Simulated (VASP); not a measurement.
# Ir (Fm-3m) in VASP: single point with BLYP

Aim: the single point of Ir with BLYP.

All numbers are computed with VASP 6.6.1; they aren't measurements. Logs are shortened: lines on timing, memory, paths and dates and some standing lists are left out, and cuts for length are marked.

### 1 The cell of the first run

The structure is cubic, space group Fm-3m (No. 225). The conventional cell has a = 3.937 Å, b = 3.937 Å, c = 3.937 Å, α = 90.00°, β = 90.00°, γ = 90.00°. Ir (site symmetry m-3m) has 12 Ir at 2.78 Å within 3.7 Å.

### 2 Single point, BLYP, collinear spin (15.25 Å³/atom)

INCAR reads:

```
SYSTEM = Ir
AGGAC = 1.0
AGGAX = 1.0
ALDAC = 0.0
ALDAX = 1.0
ALGO = Normal
EDIFF = 1E-6
ENCUT = 560
GGA = B5
GGA_COMPAT = .False.
ISIF = 2
ISMEAR = -1
ISPIN = 2
LASPH = .True.
LCHARG = .True.
LELF = .True.
LMAXMIX = 4
LORBIT = 11
LREAL = .False.
LVHAR = .True.
LWAVE = .False.
MAGMOM = 1
NBANDS = 18
NELM = 200
PREC = Accurate
SIGMA = 0.05
```

KPOINTS reads:

```
k-points
0
Gamma
  22 22 22
  0 0 0
```

POSCAR reads:

```
Ir
1.0
    0.0000000000      1.9683987098      1.9683987098
    1.9683987098      0.0000000000      1.9683987098
    1.9683987098      1.9683987098      0.0000000000
Ir
1
Direct
    0.0000000000      0.0000000000      0.0000000000
```

Potentials or basis: VASP PAW PBE potentials, release 64 (Ir_sv_GW).

Command:

```
cat potpaw_PBE.64/Ir_sv_GW/POTCAR > POTCAR
mpirun -np 1 vasp_std > vasp.out
```

OUTCAR:

```text
SYSTEM = Ir
   EDIFF = 1E-6
   ENCUT = 560
   GGA = B5
   ISIF = 2
   ISMEAR = -1
   ISPIN = 2
   LASPH = .True.
   LORBIT = 11
   LREAL = .False.
   NELM = 200
   PREC = Accurate

 ion  position               nearest neighbor table
   1  0.000  0.000  0.000-

  LATTYP: Found a face centered cubic cell.
 ALAT       =     3.9367974196

  Lattice vectors:

 A1 = (   0.0000000000,   1.9683987098,   1.9683987098)
 A2 = (   1.9683987098,   0.0000000000,   1.9683987098)
 A3 = (   1.9683987098,   1.9683987098,   0.0000000000)

Analysis of symmetry for initial positions (statically):
=====================================================================
 Subroutine PRICEL returns:
 Original cell was already a primitive cell.

 Routine SETGRP: Setting up the symmetry group for a
 face centered cubic supercell.

 Subroutine GETGRP returns: Found 48 space group operations
 (whereof 48 operations were pure point group operations)
 out of a pool of 48 trial point group operations.

The static configuration has the point symmetry O_h .

Analysis of symmetry for dynamics (positions and initial velocities):
=====================================================================
 Subroutine PRICEL returns:
 Original cell was already a primitive cell.

 Routine SETGRP: Setting up the symmetry group for a
 face centered cubic supercell.

 Subroutine GETGRP returns: Found 48 space group operations
 (whereof 48 operations were pure point group operations)
 out of a pool of 48 trial point group operations.

The dynamic configuration has the point symmetry O_h .

Analysis of structural, dynamic, and magnetic symmetry:
=====================================================================
 Subroutine PRICEL returns:
 Original cell was already a primitive cell.

 Routine SETGRP: Setting up the symmetry group for a
 face centered cubic supercell.

 Subroutine GETGRP returns: Found 48 space group operations
 (whereof 48 operations were pure point group operations)
 out of a pool of 48 trial point group operations.

The overall configuration has the point symmetry O_h .

 Subroutine INISYM returns: Found 48 space group operations
 (whereof 48 operations are pure point group operations),
 and found     1 'primitive' translations

----------------------------------------------------------------------------------------

                                     Primitive cell

  volume of cell :      15.2535

  direct lattice vectors                    reciprocal lattice vectors
     0.000000000  1.968398710  1.968398710    -0.254013578  0.254013578  0.254013578
     1.968398710  0.000000000  1.968398710     0.254013578 -0.254013578  0.254013578
     1.968398710  1.968398710  0.000000000     0.254013578  0.254013578 -0.254013578

  length of vectors
     2.783736152  2.783736152  2.783736152     0.439964424  0.439964424  0.439964424

  position of ions in fractional coordinates (direct lattice)
     0.000000000  0.000000000  0.000000000

  ion indices of the primitive-cell ions
   primitive index   ion index
                 1           1

----------------------------------------------------------------------------------------

 KPOINTS: k-points

Automatic generation of k-mesh.
 Grid dimensions read from file:
 generate k-points for:   22   22   22

 Generating k-lattice:

  Cartesian coordinates                     Fractional coordinates (reciprocal lattice)
    -0.011546072  0.011546072  0.011546072     0.045454545  0.000000000  0.000000000
     0.011546072 -0.011546072  0.011546072     0.000000000  0.045454545  0.000000000
     0.011546072  0.011546072 -0.011546072     0.000000000  0.000000000  0.045454545

  Length of vectors
     0.019998383  0.019998383  0.019998383

  Shift w.r.t. Gamma in fractional coordinates (k-lattice)
     0.000000000  0.000000000  0.000000000

 Subroutine IBZKPT returns following result:
 ===========================================

 Found    328 irreducible k-points:

 Following reciprocal coordinates:
            Coordinates               Weight
  0.000000  0.000000  0.000000      1.000000
  0.045455  0.000000  0.000000      8.000000
  0.090909  0.000000  0.000000      8.000000
  0.136364  0.000000  0.000000      8.000000
  0.181818  0.000000  0.000000      8.000000
  0.227273  0.000000  0.000000      8.000000
[... 16 lines left out ...]
  0.500000  0.045455  0.000000     24.000000
 -0.454545  0.045455  0.000000     24.000000
 [... further k-points ...]
   k-points           NKPTS =    328   k-points in BZ     NKDIM =    328   number of bands    NBANDS=     18
   number of dos      NEDOS =    301   number of ions     NIONS =      1
   total plane-waves  NPLWV =  13824
   dimension x,y,z NGX =    24 NGY =   24 NGZ =   24
   dimension x,y,z NGXF=    48 NGYF=   48 NGZF=   48
   ions per type =               1
   NGX,Y,Z   is equivalent  to a cutoff of  14.33, 14.33, 14.33 a.u.
   NGXF,Y,Z  is equivalent  to a cutoff of  28.67, 28.67, 28.67 a.u.
 SYSTEM =  Ir
   PREC   = accura    normal or accurate (medium, high low for compatibility)
   ISTART =      0    job   : 0-new  1-cont  2-samecut
   ICHARG =      2    charge: 1-file 2-atom 10-const
   ISPIN  =      2    spin polarized calculation?
   LNONCOLLINEAR =      F non collinear calculations
   LSORBIT =      F    spin-orbit coupling
   LASPH  =      T    aspherical Exc in radial PAW
   ENCUT  =  560.0 eV  41.16 Ry    6.42 a.u.   5.37  5.37  5.37*2*pi/ulx,y,z
   NELM   =    200;   NELMIN=  2; NELMDL= -5     # of ELM steps
   EDIFF  = 0.1E-05   stopping-criterion for ELM
   LREAL  =      F    real-space projection
   EDIFFG = 0.1E-04   stopping-criterion for IOM
   NSW    =      0    number of steps for IOM
   IBRION =     -1    ionic relax: 0-MD 1-quasi-New 2-CG
   NFREE  =      0    steps in history (QN), initial steepest desc. (CG)
   ISIF   =      2    stress and relaxation
   ISYM   =      2    0-nonsym 1-usesym 2-fastsym
   POTIM  = 0.5000    time-step for ionic-motion
   TEBEG  =    0.0;   TEEND  =   0.0 temperature during run
   PSTRESS=    0.0 pullay stress
   NELECT =      17.0000    total number of electrons
   NUPDOWN=      -1.0000    fix difference up-down
   EMIN   =  10.00;   EMAX   =-10.00  energy-range for DOS
   EFERMI =   0.00;   METHOD = LEGACY
   ISMEAR =    -1;   SIGMA  =   0.05  broadening in eV -4-tet -1-fermi 0-gaus
   EFERMI_NEDOS =   21; number of points for ismear=-14 and -15
   IALGO  =     38    algorithm
   IMIX   =      4    mixing-type and parameters
     AMIX     =   0.40;   BMIX     =  1.00
     AMIX_MAG =   1.60;   BMIX_MAG =  1.00
  volume/ion in A,a.u.               =      15.25       102.94
  Fermi-wavevector in a.u.,A,eV,Ry     =   1.697337  3.207502 39.197742  2.880953
  Thomas-Fermi vector in A             =   2.778036
   LORBIT       =     11    0 simple, 1 ext, 2 COOP (PROOUT), +10 PAW based schemes
   GGA     = B5    functional components
   LHFCALC =     F    Hartree Fock is set to
   AEXX    =    0.0000 exact exchange contribution
   IVDW    =     0    specifies the selected vdW correction
   LEPSILON=     F    determine dielectric tensor
   LRPA    =     F    only Hartree local field effects (RPA)
 spin polarized calculation
  energy-cutoff  :      560.00
  volume of cell :       15.25
 maximum number of plane-waves:       477
 NGX is ok and might be reduce to    24
   NGX = 11   NGY = 11   NGZ = 11

 number of electron      17.0000000 magnetization      -0.0000235

 number of electron      17.0000000 magnetization       0.0001124

 Free energy of the ion-electron system (eV)
  ---------------------------------------------------
  ext. energy  EPLUGINS =         0.00000000
  ---------------------------------------------------
  free energy    TOTEN  =        -8.06858710 eV

  energy without entropy =       -8.05839699  energy(sigma->0) =       -8.06349204

 E-fermi :  12.0190     XC(G=0): -13.3732

 val. band max:       12.0156363204   @ k =  -0.3636   0.0455   0.0000
 cond. band min:      12.0272088407   @ k =  -0.3636   0.2727   0.0000
 fundamental gap:      0.0115725203
 Fermi energy:        12.0189739268

 spin component 1

 k-point     1 :       0.0000    0.0000    0.0000
  band No.  band energies     occupation
      1     -80.1712      1.00000
      2     -36.9497      1.00000
      3     -36.9497      1.00000
      4     -36.9497      1.00000
      5       1.9304      1.00000
      6       8.5795      1.00000
[... 10 lines left out ...]
     17      44.6945      0.00000
     18      44.6945      0.00000

 k-point     2 :       0.0455    0.0000    0.0000
  band No.  band energies     occupation
      1     -80.1702      1.00000
      2     -36.9625      1.00000
      3     -36.9515      1.00000
      4     -36.9515      1.00000
      5       2.0166      1.00000
      6       8.5372      1.00000
[... 10 lines left out ...]
     17      44.0592      0.00000
     18      44.0592      0.00000
[... 442 lines left out ...]
 k-point    24 :      -0.4545    0.0455    0.0000
  band No.  band energies     occupation
      1     -80.1243      1.00000
      2     -37.5505      1.00000
      3     -37.0473      1.00000
      4     -37.0382      1.00000
      5       4.8710      1.00000
      6       8.4544      1.00000
[... 10 lines left out ...]
     17      41.8174      0.00000
     18      46.7256      0.00000

 [... further k-points ...]

 spin component 2

 k-point     1 :       0.0000    0.0000    0.0000
  band No.  band energies     occupation
      1     -80.1712      1.00000
      2     -36.9498      1.00000
      3     -36.9498      1.00000
      4     -36.9498      1.00000
      5       1.9305      1.00000
      6       8.5796      1.00000
[... 10 lines left out ...]
     17      44.6946      0.00000
     18      44.6946      0.00000

 k-point     2 :       0.0455    0.0000    0.0000
  band No.  band energies     occupation
      1     -80.1702      1.00000
      2     -36.9625      1.00000
      3     -36.9515      1.00000
      4     -36.9515      1.00000
      5       2.0167      1.00000
      6       8.5373      1.00000
[... 10 lines left out ...]
     17      44.0592      0.00000
     18      44.0592      0.00000
[... 442 lines left out ...]
 k-point    24 :      -0.4545    0.0455    0.0000
  band No.  band energies     occupation
      1     -80.1243      1.00000
      2     -37.5505      1.00000
      3     -37.0473      1.00000
      4     -37.0382      1.00000
      5       4.8711      1.00000
      6       8.4544      1.00000
[... 10 lines left out ...]
     17      41.8175      0.00000
     18      46.7237      0.00000

 [... further k-points ...]
[... 5 lines left out ...]
  --------------------------------------------------------------------------------------
  -------------------------------------------------------------------------------------
  Total       -0.0334225     -0.0334225     -0.0334225      0.0000000      0.0000000      0.0000000
  in kB       -3.5105894     -3.5105894     -3.5105894      0.0000000      0.0000000      0.0000000
  external PRESSURE =      -3.5105894 kB  Pullay stress =       0.0000000 kB

 VOLUME and BASIS-vectors are now :
 -----------------------------------------------------------------------------
  energy-cutoff  :      560.00
  volume of cell :       15.25
      direct lattice vectors                 reciprocal lattice vectors
     0.000000000  1.968398710  1.968398710    -0.254013578  0.254013578  0.254013578
     1.968398710  0.000000000  1.968398710     0.254013578 -0.254013578  0.254013578
     1.968398710  1.968398710  0.000000000     0.254013578  0.254013578 -0.254013578

 POSITION                                       TOTAL-FORCE (eV/Angst)
 -----------------------------------------------------------------------------------
      0.00000      0.00000      0.00000        -0.000000     -0.000000     -0.000000
 -----------------------------------------------------------------------------------
    total drift:                                0.000000      0.000000      0.000000

  FREE ENERGIE OF THE ION-ELECTRON SYSTEM (eV)
  ---------------------------------------------------
  free  energy   TOTEN  =        -8.0685870995 eV

  energy  without entropy=       -8.0583969858  energy(sigma->0) =       -8.06349204

 total charge

# of ion       s       p       d       f       tot
--------------------------------------------------
    1        4.129   6.091   6.321   0.019  16.560

 magnetization (x)

# of ion       s       p       d       f       tot
--------------------------------------------------
    1       -0.000   0.000  -0.000   0.000  -0.000
```

Run time: 1.7 min. Hardware: 1 thread of Intel Xeon Platinum 8488C (Sapphire Rapids), shared host; peak memory 0.28 GiB.

Results:

```
Free energy                                           : -8.0686 eV
Pressure                                              : -0.4 GPa
Net moment                                            : 0.00 μB per cell
Valence electrons inside the program's atomic spheres : Ir 16.56
```

Levels at points of the mesh, in eV from the Fermi level:
Spin up:
| k point | band 5 | band 6 | band 7 | band 8 | band 9 | band 10 | band 11 | band 12 |
| --- | --- | --- | --- | --- | --- | --- | --- | --- |
| (0.00, 0.00, 0.00) | -10.09 | -3.44 | -3.44 | -3.44 | -1.07 | -1.07 | 14.15 | 19.13 |
| (0.50, 0.00, 0.00) | -7.22 | -3.52 | -3.52 | -0.19 | 0.79 | 0.79 | 6.60 | 13.82 |
| (0.50, 0.50, 0.00) | -6.97 | -6.48 | 0.75 | 1.30 | 1.30 | 2.03 | 9.59 | 11.39 |
Spin down:
```
           k point  band 6  band 7  band 8  band 9  band 10  band 11
(0.00, 0.00, 0.00)   -3.44   -3.44   -3.44   -1.07    -1.07    14.15
(0.50, 0.00, 0.00)   -3.52   -3.52   -0.19    0.79     0.79     6.60
(0.50, 0.50, 0.00)   -6.48    0.75    1.30    1.30     2.03     9.59
```

Caveat: the PAW data sets were made with another functional, which shifts forces and pressure a little; spin-orbit coupling is left out, which moves the levels of the heavy elements.
